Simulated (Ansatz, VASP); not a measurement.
One calculation of CsSnI3, two programs

```
Cs Sn I
1.0
     6.42874    0.00000    0.00000
     0.00000    6.42874    0.00000
     0.00000    0.00000    6.19608
Cs Sn I
1 1 3
Direct
  0.00000 0.00000 0.00000
  0.50000 0.50000 0.50000
  0.50000 0.50000 0.00000
  0.50000 0.00000 0.50000
  0.00000 0.50000 0.50000
```

Change from the starting cell: epitaxial_xy strain +3.0%.

Alike in both runs: task single point; functional r2SCAN; k mesh 4 × 4 × 4; no spin polarisation.

|  | VASP | Ansatz |
| --- | --- | --- |
| version | VASP 6.6.1 | Ansatz 0.2.0 |
| potentials or method | VASP PAW PBE potentials, release 64 (Cs_sv, Sn_d, I) | plane waves, PAW |
| plane-wave cutoff (eV) | 520 | 500 |
| occupations | gaussian, width 0.01 eV | fixed |
| valence electrons in the cell | 44 | 74 |

```csv
,VASP,Ansatz,Ansatz less VASP
gap on the k mesh at the Fermi level (eV),0.64,0.64,+0.001
pressure (GPa),-0.8,-0.7,+0.01
"traceless stress, the component that is largest in VASP (GPa)",0.76,0.76,-0.001
```

VASP's potentials were made for PBE, not for r2SCAN. VASP's potentials hold 44 valence electrons a cell and Ansatz's 74, so a difference there can come from the potentials and not from the codes.

Neither program's run includes spin-orbit coupling.
